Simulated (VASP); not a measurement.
A run of VASP 6.6.1 is set up as follows.

INCAR

```
PREC = Accurate
ENCUT = 600
EDIFF = 1E-6
ISMEAR = 0
SIGMA = 0.02
LREAL = F
LASPH = T
NELM = 120
ALGO = Normal
ISIF = 2
LWAVE = F
LCHARG = T
GGA = PE
LELF = T
LVHAR = T
NBANDS = 35
GGA_COMPAT = F
```

Contents of KPOINTS:

```
regular mesh
0
Gamma
  6 6 8
```

POSCAR

```
ZnF2
1.0
    4.7048000000      0.0000000000      0.0000000000
    0.0000000000      4.7048000000      0.0000000000
    0.0000000000      0.0000000000      3.1338000000
Zn F
2 4
Direct
    0.0000000000      0.0000000000      0.0000000000
    0.5000000000      0.5000000000      0.5000000000
    0.3024000000      0.3024000000      0.0000000000
    0.1976000000      0.8024000000      0.5000000000
    0.6976000000      0.6976000000      0.0000000000
    0.8024000000      0.1976000000      0.5000000000
```

Potentials or basis: VASP PAW PBE potentials, release 64 (Zn, F).

Launch:

```bash
$ cat potpaw_PBE.64/Zn/POTCAR potpaw_PBE.64/F/POTCAR > POTCAR
$ mpirun -np 1 vasp_std > vasp.out
```

**Question.** What does it give for the largest force?

**Answer.** 0.012 eV/Å.

**Question.** What does it give for the pressure?

**Answer.** 6.5 GPa.

**Question.** Predict the band gap on the k mesh.

**Answer.** 3.48 eV, direct.

Stress tensor (GPa, compression positive):
```
6.27 0.00 0.00
0.00 6.27 0.00
0.00 0.00 7.06
```

A k mesh can miss the band edges. Expect the measured gap to be larger: semilocal functionals such as PBE lack the derivative discontinuity.
